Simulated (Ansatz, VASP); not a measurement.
# One calculation of Al9H, two programs

INCAR

```
PREC     = Accurate       # precision mode
ENCUT    = 520            # plane-wave cutoff, eV
EDIFF    = 1E-6           # SCF threshold, eV
ISMEAR   = 0              # smearing method
SIGMA    = 0.1            # smearing width, eV
LREAL    = Auto         
LASPH    = T              # aspherical terms in the spheres
NELM     = 80             # most SCF steps
ALGO     = Normal         # electronic algorithm
ISIF     = 2              # what is computed and relaxed
LWAVE    = F              # write WAVECAR
LCHARG   = F              # write CHGCAR
LDIPOL   = T            
IDIPOL   = 3            
DIPOL    = 0.5 0.5 0.294
GGA      = PE             # functional
NBANDS   = 44             # bands
```

KPOINTS

```
Automatic mesh
0
Gamma
  5 3 1
```

POSCAR

```
Al9H
1.0
    5.7070863106      0.0000000000      0.0000000000
   -1.4267715776      9.7014842380      0.0000000000
    0.0000000000      0.0000000000     22.7903703519
Al H
18 2
Direct
    0.2662216041      0.0648864163      0.1755127248
    0.7662216041      0.0648864163      0.1755127248
    0.3354806058      0.3419224231      0.2192029854
    0.8354806058      0.3419224231      0.2192029854
    0.1493324061      0.5973296244      0.2279410375
    0.6493324061      0.5973296244      0.2279410375
    0.4631842064      0.8527368258      0.2366790896
    0.9631842065      0.8527368258      0.2366790896
    0.0319772093      0.1277109169      0.2808262502
    0.5319772093      0.1277109169      0.2808262502
    0.0997917601      0.4042231294      0.3301071124
    0.5997917601      0.4042231294      0.3301071124
    0.4144000537      0.6596656514      0.3369822081
    0.9144000537      0.6596656514      0.3369822081
    0.2263076916      0.9110819252      0.3449259130
    0.7263076916      0.9110819252      0.3449259130
    0.2962427243      0.1814072004      0.3857054631
    0.7962427243      0.1814072004      0.3857054631
    0.6062643800      0.3777722722      0.4054506447
    0.6062643800      0.4714919451      0.4054506447
```

Input for Ansatz:

```yaml
crystal:
  lattice:
    - [5.7070863106, 0.0, 0.0]
    - [-1.4267715776, 9.701484238, 0.0]
    - [0.0, 0.0, 22.7903703519]
  atoms:
    - { symbol: Al, position: [0.2662216041, 0.0648864163, 0.1755127248] }
    - { symbol: Al, position: [0.7662216041, 0.0648864163, 0.1755127248] }
    - { symbol: Al, position: [0.3354806058, 0.3419224231, 0.2192029854] }
    - { symbol: Al, position: [0.8354806058, 0.3419224231, 0.2192029854] }
    - { symbol: Al, position: [0.1493324061, 0.5973296244, 0.2279410375] }
    - { symbol: Al, position: [0.6493324061, 0.5973296244, 0.2279410375] }
    - { symbol: Al, position: [0.4631842064, 0.8527368258, 0.2366790896] }
    - { symbol: Al, position: [0.9631842065, 0.8527368258, 0.2366790896] }
    - { symbol: Al, position: [0.0319772093, 0.1277109169, 0.2808262502] }
    - { symbol: Al, position: [0.5319772093, 0.1277109169, 0.2808262502] }
    - { symbol: Al, position: [0.0997917601, 0.4042231294, 0.3301071124] }
    - { symbol: Al, position: [0.5997917601, 0.4042231294, 0.3301071124] }
    - { symbol: Al, position: [0.4144000537, 0.6596656514, 0.3369822081] }
    - { symbol: Al, position: [0.9144000537, 0.6596656514, 0.3369822081] }
    - { symbol: Al, position: [0.2263076916, 0.9110819252, 0.344925913] }
    - { symbol: Al, position: [0.7263076916, 0.9110819252, 0.344925913] }
    - { symbol: Al, position: [0.2962427243, 0.1814072004, 0.3857054631] }
    - { symbol: Al, position: [0.7962427243, 0.1814072004, 0.3857054631] }
    - { symbol: H, position: [0.60626438, 0.3777722722, 0.4054506447] }
    - { symbol: H, position: [0.60626438, 0.4714919451, 0.4054506447] }
basis:
  ecutwfc: 420
kpoints:
  mp_grid: { grid: [5, 3, 1] }
hamiltonian:
  xc: pbe
  pseudopotentials: { kind: paw, azcp: { folder: soft_1 } }
scf:
  occupations: { method: gaussian, width: 0.1 }
output:
  forces: true
  eigenvalues: true
efield:
  axis: 3
  dipole_correction: true
  ramp_width: 0.04
```

Alike in both runs: task single point; functional PBE; k mesh 5 × 3 × 1; occupations gaussian, width 0.1 eV; no spin polarisation.

|  | VASP | Ansatz |
| --- | --- | --- |
| version | VASP 6.6.1 | Ansatz 0.2.0 |
| potentials or method | VASP PAW PBE potentials, release 64 (Al, H), cutoff 520 eV | scalar-relativistic, plane waves, PAW |
| valence electrons in the cell | 56 | 56 |

```csv
,VASP,Ansatz,Ansatz less VASP
gap on the k mesh at the Fermi level (eV),none,none,-
rms of the force components (eV/Å),0.285,0.285,+0.0001
```

Atom by atom the forces differ by 0.001 eV/Å (rms over components). A gap of «none» marks a metal or a gap that the smearing closes.
